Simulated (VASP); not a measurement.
# BaTiO3 (P4mm) in VASP: relaxation of cell and atoms with PBE+U

Aim: the relaxation of cell and atoms of BaTiO3 with PBE+U.

All numbers are computed with VASP 6.6.1; they aren't measurements. Logs are shortened: lines on timing, memory, paths and dates and some standing lists are left out, and cuts for length are marked.

## 1. The cell of the first run

It takes space group P4mm (No. 99, tetragonal). Conventional cell: a = 3.996 Å, b = 3.996 Å, c = 4.020 Å, α = 90.00°, β = 90.00°, γ = 90.00°. Ba (site symmetry 4mm) has 12 O at 2.80 to 2.87 Å and 8 Ti at 3.46 to 3.47 Å within 3.7 Å. Ti (site symmetry 4mm) has 6 O at 1.94 to 2.08 Å within 2.6 Å. O (site symmetry 4mm) has 2 Ti at 1.94 to 2.08 Å within 2.6 Å. Within 2.6 Å of O (site symmetry 2mm) lie 2 Ti at 2.00 Å.

## 2. Relaxation of cell and atoms, PBE+U, collinear spin, zero start

Input file INCAR:

```
SYSTEM = BaTiO3
ALGO = Normal
EDIFF = 1E-7
EDIFFG = -0.03
ENCUT = 600
GGA = PE
GGA_COMPAT = .False.
IBRION = 2
ISIF = 3
ISMEAR = 1
ISPIN = 2
KPAR = 4
LASPH = .True.
LCHARG = .False.
LDAU = .True.
LDAUJ = 0 0 0
LDAUL = -1 2 -1
LDAUPRINT = 1
LDAUTYPE = 2
LDAUU = 0 2.66 0
LMAXMIX = 4
LORBIT = 11
LREAL = .False.
LWAVE = .False.
MAGMOM = 0 0 0 0 0 0 0 0 0 0
NELM = 200
NELMIN = 4
NSW = 100
PREC = Accurate
SIGMA = 0.0286
```

Input file KPOINTS:

```
k-points
0
Gamma
  5 5 5
  0 0 0
```

Input file POSCAR:

```
BaTiO3
1.0
    3.9963589800      3.9963589800      0.0000000000
    0.0000000000      3.9963589800      4.0197446900
    3.9963589800      0.0000000000      4.0197446900
Ba Ti O
2 2 6
Direct
    0.0000000000      0.0000000000      0.0000000000
    0.5000000000      0.5000000000      0.5000000000
    0.2489500000      0.2510500000      0.2510500000
    0.7489500000      0.7510500000      0.7510500000
    0.0076500000      0.4923500000      0.4923500000
    0.5076500000      0.9923500000      0.9923500000
    0.4935000000      0.5065000000      0.0065000000
    0.9935000000      0.0065000000      0.5065000000
    0.4935000000      0.0065000000      0.5065000000
    0.9935000000      0.5065000000      0.0065000000
```

Potentials or basis: VASP PAW PBE potentials, release 64 (Ba_sv, Ti_sv, O).

Run with:

```
cat potpaw_PBE.64/Ba_sv/POTCAR potpaw_PBE.64/Ti_sv/POTCAR potpaw_PBE.64/O/POTCAR > POTCAR
mpirun -np 4 vasp_std > vasp.out
```

OUTCAR:

```text
SYSTEM = BaTiO3
   EDIFF = 1E-7
   EDIFFG = -0.03
   ENCUT = 600
   GGA = PE
   IBRION = 2
   ISIF = 3
   ISMEAR = 1
   ISPIN = 2
   LASPH = .True.
   LORBIT = 11
   LREAL = .False.
   NELM = 200
   NELMIN = 4
   NSW = 100
   PREC = Accurate

 ion  position               nearest neighbor table
   1  0.000  0.000  0.000-   7 2.80   8 2.80   9 2.80  10 2.80   6 2.83   6 2.83   5 2.83   5 2.83
                             8 2.87  10 2.87   7 2.87   9 2.87   4 3.46   4 3.46   3 3.46   3 3.46
   2  0.500  0.500  0.500-   7 2.80   8 2.80   9 2.80  10 2.80   5 2.83   5 2.83   6 2.83   6 2.83
                             7 2.87   9 2.87   8 2.87  10 2.87   3 3.46   3 3.46   4 3.46   4 3.46
   3  0.249  0.251  0.251-   5 1.94   7 2.00   8 2.00   9 2.00  10 2.00   6 2.08   2 3.46   2 3.46
                             1 3.46   1 3.46   1 3.47   2 3.47   2 3.47   1 3.47
   4  0.749  0.751  0.751-   6 1.94   7 2.00   8 2.00   9 2.00  10 2.00   5 2.08   1 3.46   1 3.46
                             2 3.46   2 3.46   2 3.47   1 3.47   1 3.47   2 3.47
   5  0.008  0.492  0.492-   3 1.94   4 2.08   2 2.83   1 2.83   1 2.83   2 2.83
   6  0.508  0.992  0.992-   4 1.94   3 2.08   1 2.83   2 2.83   2 2.83   1 2.83
   7  0.493  0.507  0.007-   3 2.00   4 2.00   1 2.80   2 2.80   1 2.87   2 2.87
   8  0.993  0.007  0.507-   3 2.00   4 2.00   1 2.80   2 2.80   2 2.87   1 2.87
   9  0.493  0.007  0.507-   3 2.00   4 2.00   1 2.80   2 2.80   1 2.87   2 2.87
  10  0.993  0.507  0.007-   3 2.00   4 2.00   1 2.80   2 2.80   2 2.87   1 2.87

  LATTYP: Found a body centered tetragonal cell.
 ALAT       =     5.6517050696
 C/A-ratio  =     1.4224891924

  Lattice vectors:

 A1 = (   0.0000000000,   3.9963589800,   4.0197446900)
 A2 = (   0.0000000000,  -3.9963589800,   4.0197446900)
 A3 = (   3.9963589800,   0.0000000000,  -4.0197446900)

Analysis of symmetry for initial positions (statically):
=====================================================================
 Subroutine PRICEL returns following result:

  LATTYP: Found a simple tetragonal cell.
 ALAT       =     3.9963589800
 C/A-ratio  =     1.0058517541
[... 12 lines left out ...]
 Subroutine GETGRP returns: Found  8 space group operations
 (whereof  8 operations were pure point group operations)
 out of a pool of 16 trial point group operations.

The static configuration has the point symmetry C_4v.

Analysis of symmetry for dynamics (positions and initial velocities):
=====================================================================
 Subroutine PRICEL returns following result:

  LATTYP: Found a simple tetragonal cell.
 ALAT       =     3.9963589800
 C/A-ratio  =     1.0058517541
[... 12 lines left out ...]
 Subroutine GETGRP returns: Found  8 space group operations
 (whereof  8 operations were pure point group operations)
 out of a pool of 16 trial point group operations.

The dynamic configuration has the point symmetry C_4v.

Analysis of structural, dynamic, and magnetic symmetry:
=====================================================================
 Subroutine PRICEL returns following result:

  LATTYP: Found a simple tetragonal cell.
 ALAT       =     3.9963589800
 C/A-ratio  =     1.0058517541
[... 12 lines left out ...]
 Subroutine GETGRP returns: Found  8 space group operations
 (whereof  8 operations were pure point group operations)
 out of a pool of 16 trial point group operations.

The overall configuration has the point symmetry C_4v.

 Subroutine INISYM returns: Found  8 space group operations
 (whereof  8 operations are pure point group operations),
 and found     2 'primitive' translations

----------------------------------------------------------------------------------------

[... 155 lines left out ...]
  Total        5.0166955      5.0166955      4.4417407      0.0000000      0.0000000      0.0000000
  in kB       62.5995012     62.5995012     55.4250803      0.0000000      0.0000000      0.0000000
  external PRESSURE =      60.2080276 kB  Pullay stress =       0.0000000 kB
[... 353 lines left out ...]
--------------------------------------- Ionic step        9  -------------------------------------------

 number of electron      79.9999991 magnetization       0.0000000

atom =   3  type =  2  l = 2

 onsite density matrix

spin component  1

  0.1087 -0.0000  0.0000  0.0000 -0.0000
 -0.0000  0.1091 -0.0000  0.0000 -0.0000
  0.0000 -0.0000  0.2344 -0.0000  0.0000
  0.0000  0.0000 -0.0000  0.1091 -0.0000
 -0.0000 -0.0000  0.0000 -0.0000  0.2337

spin component  2

  0.1087 -0.0000  0.0000  0.0000 -0.0000
 -0.0000  0.1091 -0.0000  0.0000 -0.0000
  0.0000 -0.0000  0.2344 -0.0000  0.0000
  0.0000  0.0000 -0.0000  0.1091 -0.0000
 -0.0000 -0.0000  0.0000 -0.0000  0.2337

 occupancies and eigenvectors

  o =  0.1087  v =  0.0000  0.0000  0.0000  0.0000  0.0000  1.0000  0.0000  0.0000  0.0000  0.0000      0.0000  0.0000  0.0000  0.0000  0.0000  0.0000  0.0000  0.0000  0.0000  0.0000
  o =  0.1087  v =  1.0000  0.0000  0.0000  0.0000  0.0000  0.0000  0.0000  0.0000  0.0000  0.0000      0.0000  0.0000  0.0000  0.0000  0.0000  0.0000  0.0000  0.0000  0.0000  0.0000
  o =  0.1091  v =  0.0000  0.0000  0.0000  0.0000  0.0000  0.0000 -0.2317 -0.0000  0.9728  0.0000      0.0000  0.0000  0.0000  0.0000  0.0000  0.0000  0.0000  0.0000  0.0000  0.0000
  o =  0.1091  v =  0.0000  0.0000  0.0000  0.0000  0.0000  0.0000 -0.9728  0.0000 -0.2317  0.0000      0.0000  0.0000  0.0000  0.0000  0.0000  0.0000  0.0000  0.0000  0.0000  0.0000
  o =  0.1091  v =  0.0000 -0.9763  0.0000  0.2165 -0.0000  0.0000  0.0000  0.0000  0.0000  0.0000      0.0000  0.0000  0.0000  0.0000  0.0000  0.0000  0.0000  0.0000  0.0000  0.0000
  o =  0.1091  v =  0.0000  0.2165  0.0000  0.9763 -0.0000  0.0000  0.0000  0.0000  0.0000  0.0000      0.0000  0.0000  0.0000  0.0000  0.0000  0.0000  0.0000  0.0000  0.0000  0.0000
  o =  0.2337  v =  0.0000  0.0000  0.0000  0.0000  0.0000  0.0000  0.0000 -0.0000 -0.0000  1.0000      0.0000  0.0000  0.0000  0.0000  0.0000  0.0000  0.0000  0.0000  0.0000  0.0000
  o =  0.2337  v =  0.0000 -0.0000  0.0000  0.0000  1.0000  0.0000  0.0000  0.0000  0.0000  0.0000      0.0000  0.0000  0.0000  0.0000  0.0000  0.0000  0.0000  0.0000  0.0000  0.0000
  o =  0.2344  v =  0.0000  0.0000  1.0000 -0.0000 -0.0000  0.0000  0.0000  0.0000  0.0000  0.0000      0.0000  0.0000  0.0000  0.0000  0.0000  0.0000  0.0000  0.0000  0.0000  0.0000
  o =  0.2344  v =  0.0000  0.0000  0.0000  0.0000  0.0000  0.0000 -0.0000  1.0000  0.0000  0.0000      0.0000  0.0000  0.0000  0.0000  0.0000  0.0000  0.0000  0.0000  0.0000  0.0000

atom =   4  type =  2  l = 2

 onsite density matrix

spin component  1

  0.1087  0.0000  0.0000  0.0000 -0.0000
  0.0000  0.1091 -0.0000  0.0000  0.0000
  0.0000 -0.0000  0.2344 -0.0000 -0.0000
  0.0000  0.0000 -0.0000  0.1091 -0.0000
 -0.0000  0.0000 -0.0000 -0.0000  0.2337

spin component  2

  0.1087  0.0000  0.0000  0.0000 -0.0000
  0.0000  0.1091 -0.0000  0.0000  0.0000
  0.0000 -0.0000  0.2344 -0.0000 -0.0000
  0.0000  0.0000 -0.0000  0.1091 -0.0000
 -0.0000  0.0000 -0.0000 -0.0000  0.2337

 occupancies and eigenvectors

  o =  0.1087  v =  0.0000  0.0000  0.0000  0.0000  0.0000  1.0000  0.0000  0.0000  0.0000  0.0000      0.0000  0.0000  0.0000  0.0000  0.0000  0.0000  0.0000  0.0000  0.0000  0.0000
  o =  0.1087  v =  1.0000  0.0000  0.0000  0.0000  0.0000  0.0000  0.0000  0.0000  0.0000  0.0000      0.0000  0.0000  0.0000  0.0000  0.0000  0.0000  0.0000  0.0000  0.0000  0.0000
  o =  0.1091  v =  0.0000  0.0000  0.0000  0.0000  0.0000  0.0000 -0.8109  0.0000  0.5852 -0.0000      0.0000  0.0000  0.0000  0.0000  0.0000  0.0000  0.0000  0.0000  0.0000  0.0000
  o =  0.1091  v =  0.0000  0.0000  0.0000  0.0000  0.0000  0.0000 -0.5852 -0.0000 -0.8109 -0.0000      0.0000  0.0000  0.0000  0.0000  0.0000  0.0000  0.0000  0.0000  0.0000  0.0000
  o =  0.1091  v =  0.0000  0.5915 -0.0000 -0.8063  0.0000  0.0000  0.0000  0.0000  0.0000  0.0000      0.0000  0.0000  0.0000  0.0000  0.0000  0.0000  0.0000  0.0000  0.0000  0.0000
  o =  0.1091  v =  0.0000 -0.8063  0.0000 -0.5915 -0.0000  0.0000  0.0000  0.0000  0.0000  0.0000      0.0000  0.0000  0.0000  0.0000  0.0000  0.0000  0.0000  0.0000  0.0000  0.0000
  o =  0.2337  v =  0.0000  0.0000  0.0000  0.0000  0.0000  0.0000  0.0000 -0.0000  0.0000 -1.0000      0.0000  0.0000  0.0000  0.0000  0.0000  0.0000  0.0000  0.0000  0.0000  0.0000
  o =  0.2337  v =  0.0000  0.0000 -0.0000 -0.0000 -1.0000  0.0000  0.0000  0.0000  0.0000  0.0000      0.0000  0.0000  0.0000  0.0000  0.0000  0.0000  0.0000  0.0000  0.0000  0.0000
  o =  0.2344  v =  0.0000 -0.0000 -1.0000  0.0000  0.0000  0.0000  0.0000  0.0000  0.0000  0.0000      0.0000  0.0000  0.0000  0.0000  0.0000  0.0000  0.0000  0.0000  0.0000  0.0000
  o =  0.2344  v =  0.0000  0.0000  0.0000  0.0000  0.0000  0.0000  0.0000 -1.0000  0.0000  0.0000      0.0000  0.0000  0.0000  0.0000  0.0000  0.0000  0.0000  0.0000  0.0000  0.0000

 number of electron      79.9999991 magnetization      -0.0000000

 Free energy of the ion-electron system (eV)
  ---------------------------------------------------
  ext. energy  EPLUGINS =         0.00000000
  ---------------------------------------------------
  free energy    TOTEN  =       -76.41835930 eV

  energy without entropy =      -76.41835930  energy(sigma->0) =      -76.41835930

 E-fermi :   3.8541     XC(G=0): -11.0845

 val. band max:        3.6648205680   @ k =   0.0000   0.0000   0.0000
 cond. band min:       5.6382443435   @ k =   0.0000   0.0000   0.0000
 fundamental gap:      1.9734237755
 Fermi energy:         3.8541000612

 spin component 1

 k-point     1 :       0.0000    0.0000    0.0000
  band No.  band energies     occupation
      1     -53.8546      1.00000
      2     -53.8524      1.00000
      3     -30.0517      1.00000
      4     -30.0502      1.00000
      5     -30.0502      1.00000
      6     -30.0165      1.00000
[... 907 lines left out ...]
     47       7.7618      0.00000
     48       8.1025      0.00000
 Fermi energy:         3.8541000612

 spin component 2

 k-point     1 :       0.0000    0.0000    0.0000
  band No.  band energies     occupation
      1     -53.8546      1.00000
      2     -53.8524      1.00000
      3     -30.0517      1.00000
      4     -30.0502      1.00000
      5     -30.0502      1.00000
      6     -30.0165      1.00000
[... 944 lines left out ...]
  FREE ENERGIE OF THE ION-ELECTRON SYSTEM (eV)
  ---------------------------------------------------
  free  energy   TOTEN  =       -76.4183593039 eV

  energy  without entropy=      -76.4183593039  energy(sigma->0) =      -76.41835930

 reached required accuracy - stopping structural energy minimisation

 total charge

# of ion       s       p       d       tot
------------------------------------------
    1        2.006   5.648   0.311   7.965
    2        2.006   5.648   0.311   7.965
    3        2.207   6.257   1.565  10.030
    4        2.207   6.257   1.565  10.030
    5        1.558   3.465   0.000   5.023
    6        1.558   3.465   0.000   5.023
    7        1.558   3.465   0.000   5.023
    8        1.558   3.465   0.000   5.023
    9        1.558   3.465   0.000   5.023
   10        1.558   3.465   0.000   5.023
--------------------------------------------------
tot         17.776  44.600   3.753  66.128

 magnetization (x)

# of ion       s       p       d       tot
------------------------------------------
    1        0.000  -0.000   0.000   0.000
    2        0.000  -0.000   0.000   0.000
    3        0.000   0.000   0.000   0.000
    4        0.000   0.000   0.000   0.000
    5        0.000  -0.000   0.000  -0.000
    6        0.000  -0.000   0.000  -0.000
    7        0.000   0.000   0.000   0.000
    8        0.000   0.000   0.000   0.000
    9        0.000   0.000   0.000   0.000
   10        0.000   0.000   0.000   0.000
--------------------------------------------------
tot          0.000  -0.000   0.000   0.000
```

Wall time 30 min (4 MPI ranks of Oxide Virtual Turin-like, shared host); peak memory 0.55 GiB.

What came out:

| Property | Result |
| --- | --- |
| Free energy | -76.4184 eV |
| Relaxed volume | 13.27 Å³/atom |
| Relaxed cell | a = 5.726 Å, b = 5.726 Å, c = 5.726 Å, α = 60.01°, β = 60.00°, γ = 60.00° |
| Space group after relaxing (to 0.1 Å) | Pm-3m (No. 221) |
| Energy gained by relaxing | 19.1 meV/atom |
| Ionic steps | 9 |
| Pressure after relaxing | -0.1 GPa |
| Largest force after relaxing | 0.028 eV/Å |
| Band gap on the k mesh | 1.97 eV |
| Net moment | 0.00 μB per cell |
| Valence electrons inside the program's atomic spheres | Ba 7.96; Ti 10.03; O 5.02 |

Forces on the atoms (eV/Å):
```
Ba   0.000  0.000 -0.003
Ba   0.000  0.000 -0.003
Ti   0.000  0.000  0.028
Ti   0.000  0.000  0.028
O    0.000  0.000 -0.012
O    0.000  0.000 -0.012
O    0.000  0.000 -0.006
O    0.000  0.000 -0.006
O    0.000  0.000 -0.006
O    0.000  0.000 -0.006
```

Stress tensor (GPa, compression positive):
```
-0.11  0.00  0.00
 0.00 -0.11  0.00
 0.00  0.00  0.01
```

Step by step:
```csv
step,energy change (eV),largest force (eV/Å),pressure (GPa),volume (Å³)
1,0.0000,0.9455,6.02,128.40
2,-0.0957,0.1821,-5.28,137.57
3,-0.1488,0.4172,-1.42,134.01
4,-0.1863,0.1113,-0.41,133.04
5,-0.1899,0.0819,0.05,132.63
6,-0.1899,0.0810,0.02,132.66
7,-0.1906,0.0534,-0.01,132.68
8,-0.1909,0.0345,-0.03,132.70
9,-0.1911,0.0276,-0.07,132.73
```

Final structure:
```yaml
crystal:
  lattice:
    - [4.04891, 4.04891, 0.00000]
    - [0.00000, 4.04891, 4.04818]
    - [4.04891, 0.00000, 4.04818]
  atoms:
    - { symbol: Ba, position: [0.99800, 0.00200, 0.00200] }
    - { symbol: Ba, position: [0.49800, 0.50200, 0.50200] }
    - { symbol: Ti, position: [0.24680, 0.25320, 0.25320] }
    - { symbol: Ti, position: [0.74680, 0.75320, 0.75320] }
    - { symbol: O, position: [0.00024, 0.49976, 0.49976] }
    - { symbol: O, position: [0.50024, 0.99976, 0.99976] }
    - { symbol: O, position: [0.49928, 0.50072, 0.00072] }
    - { symbol: O, position: [0.99928, 0.00072, 0.50072] }
    - { symbol: O, position: [0.49928, 0.00072, 0.50072] }
    - { symbol: O, position: [0.99928, 0.50072, 0.00072] }
```

Levels at points of the mesh, in eV from the valence-band top:
Spin up:
```
           k point  band 38  band 39  band 40  band 41  band 42  band 43
(0.00, 0.00, 0.00)     0.00     0.00     0.00     1.97     1.98     1.98
```
Spin down:
```
           k point  band 38  band 39  band 40  band 41  band 42  band 43
(0.00, 0.00, 0.00)     0.00     0.00     0.00     1.97     1.98     1.98
```

Eigenvalues of the final occupation matrices:
```
    site  spin  trace               eigenvalues
site 3 d     1   0.80  0.11 0.11 0.11 0.23 0.23
site 3 d     2   0.80  0.11 0.11 0.11 0.23 0.23
site 4 d     1   0.80  0.11 0.11 0.11 0.23 0.23
site 4 d     2   0.80  0.11 0.11 0.11 0.23 0.23
```

Caveat: spin-orbit coupling is left out, which moves the levels of the heavy elements. Zero-point motion and thermal expansion aren't in these numbers.
